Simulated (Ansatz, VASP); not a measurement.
InGa3P4: VASP beside Ansatz

File INCAR:

```
SYSTEM = InGa3P4
ALGO     = Normal         ! electronic algorithm
EDIFF    = 1E-6           ! SCF threshold, eV
ENCUT    = 520            ! plane-wave cutoff, eV
GGA      = PE             ! functional
ISIF     = 2              ! what is computed and relaxed
ISMEAR   = 0              ! smearing method
LASPH    = .True.         ! aspherical terms in the spheres
LCHARG   = .False.        ! write CHGCAR
LREAL    = .False.        ! projectors in reciprocal space
LWAVE    = .False.        ! write WAVECAR
NBANDS   = 46             ! bands
NELM     = 60             ! most SCF steps
PREC     = Accurate       ! precision mode
SIGMA    = 0.1            ! smearing width, eV
```

KPOINTS

```
k-points
0
Gamma
  4 4 4
  0 0 0
```

The input POSCAR:

```
InGa3P4
1.0
   -2.8102220000      2.8102220000      5.6101079000
    2.8102220000     -2.8102220000      5.6101079000
    2.8102220000      2.8102220000     -5.6101079000
In Ga P
1 3 4
Direct
    0.5000000000      0.5000000000      0.0000000000
    0.7500000000      0.2500000000      0.5000000000
    0.0000000000      0.0000000000      0.0000000000
    0.2500000000      0.7500000000      0.5000000000
    0.1067300000      0.6329640000      0.0000000000
    0.3670360000      0.3670360000      0.4737660000
    0.6329640000      0.1067300000      0.0000000000
    0.8932700000      0.8932700000      0.5262340000
```

Input for Ansatz:

```yaml
crystal:
  lattice:
    - [-2.810222, 2.810222, 5.6101079]
    - [2.810222, -2.810222, 5.6101079]
    - [2.810222, 2.810222, -5.6101079]
  atoms:
    - { symbol: In, position: [0.5, 0.5, 0.0] }
    - { symbol: Ga, position: [0.75, 0.25, 0.5] }
    - { symbol: Ga, position: [0.0, 0.0, 0.0] }
    - { symbol: Ga, position: [0.25, 0.75, 0.5] }
    - { symbol: P, position: [0.10673, 0.632964, 0.0] }
    - { symbol: P, position: [0.367036, 0.367036, 0.473766] }
    - { symbol: P, position: [0.632964, 0.10673, 0.0] }
    - { symbol: P, position: [0.89327, 0.89327, 0.526234] }
basis:
  ecutwfc: 420
kpoints:
  mp_grid: { grid: [4, 4, 4] }
hamiltonian:
  xc: pbe
scf:
  occupations: { method: gaussian, width: 0.1 }
  lower_state_search: "off"
output:
  forces: true
  stress: true
  eigenvalues: true
```

Alike in both runs: task single point; functional PBE; k mesh 4 × 4 × 4; occupations gaussian, width 0.1 eV; no spin polarisation.

```csv
,VASP,Ansatz
version,VASP 6.6.1,Ansatz 0.2.0
potentials or method,"VASP PAW PBE potentials, release 64 (In_d, Ga_d, P), cutoff 520 eV","scalar-relativistic, plane waves, PAW"
valence electrons in the cell,72,72
```

Ansatz gave:

| Property | Result |
| --- | --- |
| gap on the k mesh at the Fermi level (eV) | 1.16 |
| least direct gap on the mesh (eV) | 1.16 |
| pressure (GPa) | 0.0 |
| rms of the force components (eV/Å) | 0.003 |

Task: Estimate VASP's values.

Result: gap on the k mesh at the Fermi level (eV): 1.15; least direct gap on the mesh (eV): 1.15; pressure (GPa): 0.0; rms of the force components (eV/Å): 0.005.

Atom by atom the forces differ by 0.001 eV/Å (rms over components). With one functional, cell and mesh, what is left measures potentials, basis and numerics.
